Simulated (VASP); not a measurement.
A run of VASP 6.6.1 is set up as follows.

Contents of INCAR:

```
PREC = Accurate
ENCUT = 520
EDIFF = 1E-6
ISMEAR = -1
SIGMA = 0.08
LREAL = False
LASPH = True
NELM = 150
ALGO = Normal
ISIF = 2
LWAVE = False
LCHARG = False
ISPIN = 2
MAGMOM = 1.7 1.7
LORBIT = 11
LMAXMIX = 4
GGA = PE
NBANDS = 20
```

File KPOINTS:

```
Automatic mesh
0
Gamma
  22 22 12
```

POSCAR

```
Co
1.0
    2.4935739286      0.0000000000      0.0000000000
   -1.2467869643      2.1594983684      0.0000000000
    0.0000000000      0.0000000000      4.0347122064
Co
2
Direct
    0.3333333333      0.6666666667      0.2500000000
    0.6666666667      0.3333333333      0.7500000000
```

Potentials or basis: VASP PAW PBE potentials, release 64 (Co).

Launch:

```bash
$ cat potpaw_PBE.64/Co/POTCAR > POTCAR
$ mpirun -np 1 vasp_std > vasp.out
```

Question: What does it give for the net moment?

Answer: 3.21 μB per cell.

Question: What does it give for the pressure?

Answer: -0.7 GPa.

Question: Predict the site moments.

Answer: Co +1.62 μB.

Stress tensor (GPa, compression positive):
```
-0.69  0.00  0.00
 0.00 -0.69  0.00
 0.00  0.00 -0.85
```
